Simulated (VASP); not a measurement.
# PtC (P4/mmm) in VASP: relaxation of cell and atoms with PBE

Aim: the relaxation of cell and atoms of PtC with PBE.

Program: VASP 6.6.1. These are calculated values, not measurements. Logs are shortened: lines on timing, memory, paths and dates and some standing lists are left out, and cuts for length are marked.

**1. The cell of the first run**

The typed cell holds 2 atoms: a = 2.807 Å, b = 2.807 Å, c = 2.811 Å, α = 90.00°, β = 90.00°, γ = 90.00°.

**2. Relaxation of cell and atoms, PBE**

Contents of INCAR:

```
SYSTEM = PtC
PREC = Accurate ; ENCUT = 600
EDIFF = 1E-6 ; ISMEAR = 0
SIGMA = 0.1 ; LREAL = .FALSE.
LASPH = .TRUE. ; NELM = 100
ALGO = Normal ; ISIF = 3
LWAVE = .FALSE. ; LCHARG = .FALSE.
GGA = PE ; IBRION = 2
NSW = 100 ; EDIFFG = -0.01
```

Contents of KPOINTS:

```
Automatic mesh
0
G
  20 20 20
  0 0 0
```

Contents of POSCAR:

```
PtC
1.0
    2.8068790796      0.0000000000      0.0000000000
    0.0000000000      2.8068790796      0.0000000000
    0.0000000000      0.0000000000      2.8109888098
Pt C
1 1
Direct
    0.5000000000      0.5000000000      0.5000000000
    0.0000000000      0.0000000000      0.0000000000
```

Potentials or basis: VASP PAW PBE potentials, release 64 (Pt, C).

Run with:

```bash
$ cat potpaw_PBE.64/Pt/POTCAR potpaw_PBE.64/C/POTCAR > POTCAR
$ mpirun -np 1 vasp_std > vasp.out
```

OUTCAR:

```text
SYSTEM = PtC
   PREC = Accurate
   ENCUT = 600
   EDIFF = 1E-6
   ISMEAR = 0
   LREAL = .FALSE.
   LASPH = .TRUE.
   NELM = 100
   ISIF = 3
   GGA = PE
   IBRION = 2
   NSW = 100
   EDIFFG = -0.01

 ion  position               nearest neighbor table
   1  0.500  0.500  0.500-   2 2.43   2 2.43   2 2.43   2 2.43   2 2.43   2 2.43   2 2.43   2 2.43

   2  0.000  0.000  0.000-   1 2.43   1 2.43   1 2.43   1 2.43   1 2.43   1 2.43   1 2.43   1 2.43

  LATTYP: Found a simple tetragonal cell.
 ALAT       =     2.8068790796
 C/A-ratio  =     1.0014641636

  Lattice vectors:

 A1 = (   2.8068790796,   0.0000000000,   0.0000000000)
 A2 = (   0.0000000000,   2.8068790796,   0.0000000000)
 A3 = (   0.0000000000,   0.0000000000,   2.8109888098)

Analysis of symmetry for initial positions (statically):
=====================================================================
 Subroutine PRICEL returns:
 Original cell was already a primitive cell.

 Routine SETGRP: Setting up the symmetry group for a
 simple tetragonal supercell.

 Subroutine GETGRP returns: Found 16 space group operations
 (whereof 16 operations were pure point group operations)
 out of a pool of 16 trial point group operations.

The static configuration has the point symmetry D_4h.

Analysis of symmetry for dynamics (positions and initial velocities):
=====================================================================
 Subroutine PRICEL returns:
 Original cell was already a primitive cell.

 Routine SETGRP: Setting up the symmetry group for a
 simple tetragonal supercell.

 Subroutine GETGRP returns: Found 16 space group operations
 (whereof 16 operations were pure point group operations)
 out of a pool of 16 trial point group operations.

The dynamic configuration has the point symmetry D_4h.

 Subroutine INISYM returns: Found 16 space group operations
 (whereof 16 operations are pure point group operations),
 and found     1 'primitive' translations

----------------------------------------------------------------------------------------

                                     Primitive cell

  volume of cell :      22.1466

  direct lattice vectors                    reciprocal lattice vectors
     2.806879080  0.000000000  0.000000000     0.356267574  0.000000000  0.000000000
     0.000000000  2.806879080  0.000000000     0.000000000  0.356267574  0.000000000
     0.000000000  0.000000000  2.810988810     0.000000000  0.000000000  0.355746703

  length of vectors
     2.806879080  2.806879080  2.810988810     0.356267574  0.356267574  0.355746703

  position of ions in fractional coordinates (direct lattice)
     0.500000000  0.500000000  0.500000000
     0.000000000  0.000000000  0.000000000

  ion indices of the primitive-cell ions
   primitive index   ion index
                 1           1
                 2           2

----------------------------------------------------------------------------------------

 KPOINTS: Automatic mesh

Automatic generation of k-mesh.
 Grid dimensions read from file:
 generate k-points for:   20   20   20

 Generating k-lattice:

  Cartesian coordinates                     Fractional coordinates (reciprocal lattice)
     0.017813379  0.000000000  0.000000000     0.050000000  0.000000000  0.000000000
     0.000000000  0.017813379  0.000000000     0.000000000  0.050000000  0.000000000
     0.000000000  0.000000000  0.017787335     0.000000000  0.000000000  0.050000000

  Length of vectors
     0.017813379  0.017813379  0.017787335

  Shift w.r.t. Gamma in fractional coordinates (k-lattice)
     0.000000000  0.000000000  0.000000000

 Subroutine IBZKPT returns following result:
 ===========================================

 Found    726 irreducible k-points:

 Following reciprocal coordinates:
            Coordinates               Weight
  0.000000  0.000000  0.000000      1.000000
  0.050000  0.000000  0.000000      4.000000
  0.100000  0.000000  0.000000      4.000000
  0.150000  0.000000  0.000000      4.000000
  0.200000  0.000000  0.000000      4.000000
  0.250000  0.000000  0.000000      4.000000
[... 16 lines left out ...]
  0.150000  0.100000  0.000000      8.000000
  0.200000  0.100000  0.000000      8.000000
 [... further k-points ...]
   k-points           NKPTS =    726   k-points in BZ     NKDIM =    726   number of bands    NBANDS=     11
   number of dos      NEDOS =    301   number of ions     NIONS =      2
   total plane-waves  NPLWV =  13824
   dimension x,y,z NGX =    24 NGY =   24 NGZ =   24
   dimension x,y,z NGXF=    48 NGYF=   48 NGZF=   48
   ions per type =               1   1
   NGX,Y,Z   is equivalent  to a cutoff of  14.21, 14.21, 14.19 a.u.
   NGXF,Y,Z  is equivalent  to a cutoff of  28.43, 28.43, 28.39 a.u.
 SYSTEM =  PtC
   PREC   = accura    normal or accurate (medium, high low for compatibility)
   ISTART =      0    job   : 0-new  1-cont  2-samecut
   ICHARG =      2    charge: 1-file 2-atom 10-const
   ISPIN  =      1    spin polarized calculation?
   LNONCOLLINEAR =      F non collinear calculations
   LSORBIT =      F    spin-orbit coupling
   LASPH  =      T    aspherical Exc in radial PAW
   ENCUT  =  600.0 eV  44.10 Ry    6.64 a.u.   5.61  5.61  5.61*2*pi/ulx,y,z
   NELM   =    100;   NELMIN=  2; NELMDL= -5     # of ELM steps
   EDIFF  = 0.1E-05   stopping-criterion for ELM
   LREAL  =      F    real-space projection
   EDIFFG = -.1E-01   stopping-criterion for IOM
   NSW    =    100    number of steps for IOM
   IBRION =      2    ionic relax: 0-MD 1-quasi-New 2-CG
   NFREE  =      1    steps in history (QN), initial steepest desc. (CG)
   ISIF   =      3    stress and relaxation
   ISYM   =      2    0-nonsym 1-usesym 2-fastsym
   POTIM  = 0.5000    time-step for ionic-motion
   TEBEG  =    0.0;   TEEND  =   0.0 temperature during run
   PSTRESS=    0.0 pullay stress
   NELECT =      14.0000    total number of electrons
   NUPDOWN=      -1.0000    fix difference up-down
   EMIN   =  10.00;   EMAX   =-10.00  energy-range for DOS
   EFERMI =   0.00;   METHOD = LEGACY
   ISMEAR =     0;   SIGMA  =   0.10  broadening in eV -4-tet -1-fermi 0-gaus
   EFERMI_NEDOS =   21; number of points for ismear=-14 and -15
   IALGO  =     38    algorithm
   IMIX   =      4    mixing-type and parameters
     AMIX     =   0.40;   BMIX     =  1.00
     AMIX_MAG =   1.60;   BMIX_MAG =  1.00
  volume/ion in A,a.u.               =      11.07        74.73
  Fermi-wavevector in a.u.,A,eV,Ry     =   1.405018  2.655100 26.858943  1.974077
  Thomas-Fermi vector in A             =   2.527522
   LORBIT       =      0    0 simple, 1 ext, 2 COOP (PROOUT), +10 PAW based schemes
   GGA     = PE    functional components
   LHFCALC =     F    Hartree Fock is set to
   AEXX    =    0.0000 exact exchange contribution
   IVDW    =     0    specifies the selected vdW correction
   LEPSILON=     F    determine dielectric tensor
   LRPA    =     F    only Hartree local field effects (RPA)
 conjugate gradient relaxation of ions
 non-spin polarized calculation
 Gauss-broadening in eV      SIGMA  =   0.10
  energy-cutoff  :      600.00
  volume of cell :       22.15
 maximum number of plane-waves:       756
 NGX is ok and might be reduce to    24
   NGX = 11   NGY = 11   NGZ = 11

--------------------------------------- Ionic step        1  -------------------------------------------

 number of electron      13.9999999 magnetization

 Free energy of the ion-electron system (eV)
  ---------------------------------------------------
  ext. energy  EPLUGINS =         0.00000000
  ---------------------------------------------------
  free energy    TOTEN  =       -11.35402286 eV

  energy without entropy =      -11.34599085  energy(sigma->0) =      -11.35000685

------------------------ aborting loop because EDIFF is reached ----------------------------------------

  FORCE on cell =-STRESS in cart. coord.  units (eV):
  Direction    XX          YY          ZZ          XY          YZ          ZX
  --------------------------------------------------------------------------------------
  -------------------------------------------------------------------------------------
  Total       -0.0404374     -0.0404374     -0.0529730      0.0000000     -0.0000000     -0.0000000
  in kB       -2.9254104     -2.9254104     -3.8322958      0.0000000     -0.0000000     -0.0000000
  external PRESSURE =      -3.2277055 kB  Pullay stress =       0.0000000 kB
[... 57 lines left out ...]
  energy  without entropy=      -11.3459991783  energy(sigma->0) =      -11.34999197

--------------------------------------- Ionic step        3  -------------------------------------------

 number of electron      13.9999999 magnetization

 Free energy of the ion-electron system (eV)
  ---------------------------------------------------
  ext. energy  EPLUGINS =         0.00000000
  ---------------------------------------------------
  free energy    TOTEN  =       -11.35404666 eV

  energy without entropy =      -11.34602901  energy(sigma->0) =      -11.35003783

 E-fermi :  10.4675     XC(G=0): -13.2829

 val. band max:       10.4601218889   @ k =   0.0500   0.0500   0.0000
 cond. band min:      10.4677183019   @ k =   0.5000   0.3500   0.0500
 fundamental gap:      0.0075964130
 Fermi energy:        10.4675229992

 k-point     1 :       0.0000    0.0000    0.0000
  band No.  band energies     occupation
      1      -4.1999      2.00000
      2       4.4096      2.00000
      3       4.4170      2.00000
      4       8.7456      2.00000
      5       8.7456      2.00000
      6       8.7532      2.00000
      7      10.3738      1.81487
      8      10.3980      1.67472
      9      10.3980      1.67472
     10      14.4974      0.00000
     11      26.1939      0.00000
[... 309 lines left out ...]
 k-point    24 :       0.2000    0.1000    0.0000
  band No.  band energies     occupation
      1      -3.2853      2.00000
      2       4.4032      2.00000
      3       4.6878      2.00000
      4       6.7804      2.00000
      5       7.2524      2.00000
      6       8.5802      2.00000
      7       9.5063      2.00000
      8      11.5210      0.00000
      9      12.3800      0.00000
     10      16.6726      0.00000
     11      24.4318      0.00000

 [... further k-points ...]
[... 5 lines left out ...]
  --------------------------------------------------------------------------------------
  -------------------------------------------------------------------------------------
  Total        0.0011468      0.0011468     -0.0100420      0.0000000     -0.0000000     -0.0000000
  in kB        0.0830682      0.0830682     -0.7273689      0.0000000     -0.0000000     -0.0000000
  external PRESSURE =      -0.1870775 kB  Pullay stress =       0.0000000 kB
[... 17 lines left out ...]
  FREE ENERGIE OF THE ION-ELECTRON SYSTEM (eV)
  ---------------------------------------------------
  free  energy   TOTEN  =       -11.3540466625 eV

  energy  without entropy=      -11.3460290059  energy(sigma->0) =      -11.35003783

 reached required accuracy - stopping structural energy minimisation
```

Wall time 6.7 min (1 thread of Intel Xeon 8259CL, shared host); peak memory 0.37 GiB.

Results:

* Free energy: -11.3540 eV
* Relaxed volume: 11.06 Å³/atom
* Relaxed cell: a = 2.806 Å, b = 2.806 Å, c = 2.810 Å, α = 90.00°, β = 90.00°, γ = 90.00°
* Space group after relaxing (to 0.1 Å): Pm-3m (No. 221)
* Energy gained by relaxing: 0.0 meV/atom
* Ionic steps: 3
* Pressure after relaxing: 0.0 GPa
* Band gap on the k mesh: zero (bands 7 and 8 overlap by 4.16 eV)

Final structure:
```
Pt C
1.0
     2.80585    0.00000    0.00000
     0.00000    2.80585    0.00000
     0.00000    0.00000    2.80964
Pt C
1 1
Direct
  0.50000 0.50000 0.50000
  0.00000 0.00000 0.00000
```

Caveat: spin-orbit coupling is left out, which moves the levels of the heavy elements.
